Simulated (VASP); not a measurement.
Write the native input for VASP 6.6.1 that does the following.

```yaml
Task: single point
Functional: PBE
Potentials_or_basis: VASP PAW PBE potentials, release 64 (Ba_sv, S)
Cutoff: 520 eV
k_mesh: 10 × 10 × 8
Occupations: gaussian, width 0.05 eV
Spin: no spin polarisation
Dipole_correction: no
Further_INCAR_settings: ALGO = Normal; EDIFF = 1e-06; NBANDS = 15
```

The structure of BaS lies in POSCAR:

```
BaS
1.0
    4.5188155138      0.0000000000      0.0000000000
   -2.2594077569      3.9134090300      0.0000000000
    0.0000000000      0.0000000000      4.0835965785
Ba S
1 1
Direct
    0.0000000000      0.0000000000      0.0000000000
    0.6666666667      0.3333333333      0.5000000000
```

One way to write it, as run:

INCAR

```
SYSTEM = BaS
PREC = Accurate ; ENCUT = 520
EDIFF = 1E-6 ; ISMEAR = 0
SIGMA = 0.05 ; LREAL = .False.
LASPH = .True. ; NELM = 80
ALGO = Normal ; ISIF = 2
LWAVE = .False. ; LCHARG = .False.
GGA = PE ; NBANDS = 15
```

KPOINTS

```
Automatic mesh
0
Gamma
  10 10 8
  0 0 0
```

Potentials or basis: VASP PAW PBE potentials, release 64 (Ba_sv, S).

Launch:

```bash
$ cat potpaw_PBE.64/Ba_sv/POTCAR potpaw_PBE.64/S/POTCAR > POTCAR
$ mpirun -np 1 vasp_std > vasp.out
```

Results of the run:

```json
{
  "Pressure": "-2.6 GPa",
  "Band gap on the k mesh": "2.06 eV"
}
```

Caveat: spin-orbit coupling is left out, which moves the levels of the heavy elements.

Run time: 100 s on 1 thread of AMD EPYC 7R43 64-Core Processor (Zen 3), with other jobs on the host, peak memory 0.2 GiB.
